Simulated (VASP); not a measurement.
Set up this calculation in VASP 6.6.1, as the native input.

- Task: single point
- Functional: PBE
- Potentials or basis: VASP PAW PBE potentials, release 64 (Ca_sv, Al, F, O)
- Cutoff: 520 eV
- k mesh: 3 × 3 × 2
- Occupations: methfessel-paxton, width 0.01 eV
- Spin: no spin polarisation
- Dipole correction: no
- Further INCAR settings: LREAL = Auto; ALGO = Normal; EDIFF = 1e-06; NBANDS = 67

The structure of CaAlO2F4 lies in POSCAR:

```
CaAlO2F4
1.0
    5.8497520000      0.9020540000      0.1431140000
   -0.4262120000      5.9299480000      0.0112190000
   -0.9301660000     -0.9396480000      6.5806180000
Ca Al F O
2 2 8 4
Direct
    0.4947412845      0.9351948281      0.4183184079
    0.0059101004      0.4879098075      0.4144073280
    0.3977232685      0.2829397895      0.0438676019
    0.0029462590      0.6653026083      0.9209688694
    0.1618363852      0.9416147991     -0.0005523841
    0.4738034051      0.2988468958      0.4427890110
    0.8454193045      0.8033097743      0.0772045011
    0.7440735847      0.2500679384      0.2836364519
    0.7620424827      0.1838798305      0.8669643344
    0.6288780210      0.4926781507      0.1447613879
    0.1691382845      0.8046995378      0.3504389739
    1.0003938236      0.1615253864      0.6248343978
    0.2488423035      0.3916549523      0.8304127676
    0.2608718957      0.6324974715      0.7615241593
    0.7327066336      0.5430884780      0.7527014200
    0.5824952016      0.8759143473      0.8157976802
```

One way to write it, as run:

INCAR

```
ALGO = Normal
EDIFF = 1E-6
ENCUT = 520
GGA = PE
ISIF = 2
ISMEAR = 1
LASPH = T
LCHARG = F
LREAL = Auto
LWAVE = F
NBANDS = 67
NELM = 100
PREC = Accurate
SIGMA = 0.01
```

KPOINTS

```
k-points
0
Gamma
  3 3 2
```

Potentials or basis: VASP PAW PBE potentials, release 64 (Ca_sv, Al, F, O).

The run is started by

```bash
$ cat potpaw_PBE.64/Ca_sv/POTCAR potpaw_PBE.64/Al/POTCAR potpaw_PBE.64/F/POTCAR potpaw_PBE.64/O/POTCAR > POTCAR
$ mpirun -np 1 vasp_std > vasp.out
```

Results of the run:

```
Pressure               : -3.1 GPa
Largest force          : 5.072 eV/Å
Band gap on the k mesh : zero (filled and empty bands touch)
```

Caveat: the k points lie up to 0.48 Å⁻¹ apart.

It took 2.9 min on 1 thread of Intel(R) Xeon(R) 6975P-C (Granite Rapids) (shared host), peak memory 0.38 GiB.
